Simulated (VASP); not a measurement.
KTmI4: relaxation of cell and atoms with PBE

Crystal: KTmI4.

```
K Tm I
1.0
     3.49504   -6.12667    0.00000
     3.49504    6.12667    0.00000
     0.00000    0.00000    5.71619
K Tm I
1 1 4
Direct
  0.50000 0.50000 0.50000
  0.00000 0.00000 0.00000
  0.66920 0.33080 0.00000
  0.33080 0.66920 0.00000
  0.50000 0.00000 0.50000
  0.00000 0.50000 0.50000
```

The cell was generated, and may not be a known phase.

```yaml
Program: VASP 6.6.1
Task: relaxation of cell and atoms
Functional: PBE
Potentials_or_basis: VASP PAW PBE potentials, release 64 (K_sv, Tm_3, I), 4f in core
Cutoff: 500 eV
k_mesh: 2 × 2 × 2
Occupations: gaussian, width 0.15 eV
Spin: no spin polarisation
Dipole_correction: no
Further_INCAR_settings: ALGO = Normal; EDIFF = 1e-07; IBRION = 2; EDIFFG = -0.08; NSW = 36; ISIF = 3
```

- Relaxed volume: 50.31 Å³/atom
- Relaxed cell: a = 6.608 Å, b = 6.608 Å, c = 8.619 Å, α = 90.00°, β = 90.00°, γ = 126.68°
- Space group after relaxing (to 0.1 Å): Cmmm (No. 65)
- Energy gained by relaxing: 502.4 meV/atom
- Ionic steps: 12
- Pressure after relaxing: 0.0 GPa
- Largest force after relaxing: 0.050 eV/Å
- Band gap on the k mesh: 0.34 eV (least direct gap 0.84 eV)

Forces in eV/Å, atoms in the order of the input:
```
K    0.000  0.000  0.000
Tm   0.000  0.000  0.000
I    0.000  0.050  0.000
I    0.000 -0.050  0.000
I    0.000  0.000  0.000
I    0.000  0.000  0.000
```

Stress tensor (GPa, compression positive):
```
-0.07  0.00  0.00
 0.00  0.15  0.00
 0.00  0.00 -0.12
```

Step by step:
```
step  energy change (eV)  largest force (eV/Å)  pressure (GPa)  volume (Å³)
   1              0.0000                0.5403            0.84       244.80
   2             -1.1216                0.4971           -0.68       251.34
   3             -2.6971                0.5170            0.59       259.05
   4             -2.7041                0.4589            0.39       259.06
   5             -2.8592                0.1685            0.37       266.50
   6             -2.8665                0.3392            0.45       268.48
   7             -2.8930                0.3657           -0.14       278.31
   8             -2.8954                0.3765           -0.35       282.30
   9             -2.9156                0.3772           -0.35       284.85
  10             -2.9731                0.3111           -0.27       292.45
  11             -3.0066                0.1681            0.22       307.39
  12             -3.0143                0.0502           -0.01       301.85
```

Final structure:
```cif
data_structure
_symmetry_space_group_name_H-M 'P 1'
_symmetry_Int_Tables_number 1
_cell_length_a 6.6083
_cell_length_b 6.6083
_cell_length_c 8.6191
_cell_angle_alpha 90.000
_cell_angle_beta 90.000
_cell_angle_gamma 126.682
_cell_volume 301.85
loop_
_atom_site_label
_atom_site_type_symbol
_atom_site_fract_x
_atom_site_fract_y
_atom_site_fract_z
_atom_site_occupancy
K1 K 0.50000 0.50000 0.50000 1
Tm1 Tm 0.00000 0.00000 0.00000 1
I1 I 0.64736 0.35263 0.00000 1
I2 I 0.35263 0.64736 0.00000 1
I3 I 0.50000 0.00000 0.50000 1
I4 I 0.00000 0.50000 0.50000 1
```

Levels at points of the mesh, in eV from the valence-band top:
| k point | band 20 | band 21 | band 22 | band 23 | band 24 | band 25 | band 26 | band 27 |
| --- | --- | --- | --- | --- | --- | --- | --- | --- |
| (0.00, 0.00, 0.00) | -1.19 | -1.13 | -0.81 | -0.53 | 0.93 | 0.98 | 1.10 | 2.33 |
| (0.50, 0.00, 0.00) | -1.72 | -1.70 | -1.51 | -1.36 | 0.34 | 0.95 | 1.16 | 1.44 |
| (0.50, 0.50, 0.00) | -1.73 | -1.38 | -0.87 | 0.00 | 0.84 | 0.95 | 1.34 | 2.32 |
| (0.00, 0.00, 0.50) | -1.21 | -1.14 | -0.77 | -0.34 | 0.97 | 1.04 | 1.13 | 2.33 |
| (0.50, 0.00, 0.50) | -1.94 | -1.72 | -1.68 | -1.36 | 0.35 | 0.93 | 1.16 | 1.43 |
| (0.50, 0.50, 0.50) | -1.69 | -1.39 | -0.80 | -0.08 | 0.84 | 0.90 | 1.33 | 2.32 |

Wall time 6.8 min on 1 thread of Intel(R) Xeon(R) 6975P-C (Granite Rapids), with other jobs on the host, peak memory 0.38 GiB.

Caveat: the k points lie up to 0.59 Å⁻¹ apart in the final cell; the volume moved by over 15 % at a fixed basis, so the end points are rough; semilocal functionals underestimate gaps, and a narrow one can read as zero; spin-orbit coupling is left out, which moves the levels of the heavy elements; the 4f electrons are frozen in the core, so they carry no moment and show no levels; the relaxation stopped at a loose force limit of 0.08 eV/Å, so its end isn't a converged minimum. A k mesh can miss the band edges.
